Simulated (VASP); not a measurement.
The system is Fe.

```
Fe
1.0
     0.00000    1.77200    1.77200
     1.77200    0.00000    1.77200
     1.77200    1.77200    0.00000
Fe
1
Direct
  0.00000 0.00000 0.00000
```

Base run:

- Program: VASP 6.6.1
- Functional: PBE
- Potentials or basis: VASP PAW PBE potentials, release 64 (Fe)
- Cutoff: 520 eV
- k mesh: 14 × 14 × 14
- Occupations: fermi-dirac, width 0.1 eV
- Spin: collinear spin, ferromagnetic start
- Starting moments: [4.0] μB

Its results: pressure -8.4 GPa; net moment 1.32 μB per cell; site moments Fe +1.31 μB.

Q: The run is repeated on the same cell with these changes: occupations from fermi-dirac, width 0.1 eV to fermi-dirac, width 0.0005 eV; further incar settings from ALGO = Normal; EDIFF = 1e-06; NBANDS = 14 to ALGO = Normal; EDIFF = 1e-07; NBANDS = 14. What comes out?

A: Pressure 6.2 GPa; net moment 2.11 μB per cell; site moments Fe +2.10 μB.

Caveats: the moment fell far below its start of 4 μB, so a state of higher moment may lie lower in energy (some runs).
